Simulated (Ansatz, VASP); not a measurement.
## TiC in VASP and in Ansatz

Contents of INCAR:

```
PREC = Accurate
ENCUT = 520
EDIFF = 1E-6
ISMEAR = 0
SIGMA = 0.15
LREAL = False
LASPH = True
NELM = 80
ALGO = Normal
ISIF = 2
LWAVE = False
LCHARG = True
GGA = PE
LELF = True
LVHAR = True
NBANDS = 15
```

The input KPOINTS:

```
regular mesh
0
Gamma
  18 18 18
```

POSCAR

```
TiC
1.0
    0.0000000000      2.1640000000      2.0990800000
    2.1640000000      0.0000000000      2.0990800000
    2.1640000000      2.1640000000      0.0000000000
Ti C
1 1
Direct
    0.0000000000      0.0000000000      0.0000000000
    0.5000000000      0.5000000000      0.5000000000
```

Input for Ansatz:

```yaml
crystal:
  lattice:
    - [0.0, 2.164, 2.09908]
    - [2.164, 0.0, 2.09908]
    - [2.164, 2.164, 0.0]
  atoms:
    - { symbol: Ti, position: [0.0, 0.0, 0.0] }
    - { symbol: C, position: [0.5, 0.5, 0.5] }
basis:
  ecutwfc: 420
kpoints:
  mp_grid: { grid: [18, 18, 18] }
hamiltonian:
  xc: pbe
scf:
  occupations: { method: gaussian, width: 0.15 }
output:
  forces: true
  stress: true
  eigenvalues: true
```

Change from the starting cell: strain +0.000 along x and y, -0.030 along z, atoms carried along.

Alike in both runs: task single point; functional PBE; k mesh 18 × 18 × 18; occupations gaussian, width 0.15 eV; no spin polarisation.

|  | VASP | Ansatz |
| --- | --- | --- |
| version | VASP 6.6.1 | Ansatz 0.2.0 |
| potentials or method | VASP PAW PBE potentials, release 64 (Ti_sv, C), cutoff 520 eV | scalar-relativistic, plane waves, PAW |
| valence electrons in the cell | 16 | 16 |

VASP gave:

```
gap on the k mesh at the Fermi level (eV)                     : none
pressure (GPa)                                                : 9.8
traceless stress, the component that is largest in VASP (GPa) : 9.69
```

**Question.** Which values does Ansatz return?

**Answer.** gap on the k mesh at the Fermi level (eV): none; pressure (GPa): 9.6; traceless stress, the component that is largest in VASP (GPa): 9.65.

A gap of «none» marks a metal or a gap that the smearing closes.
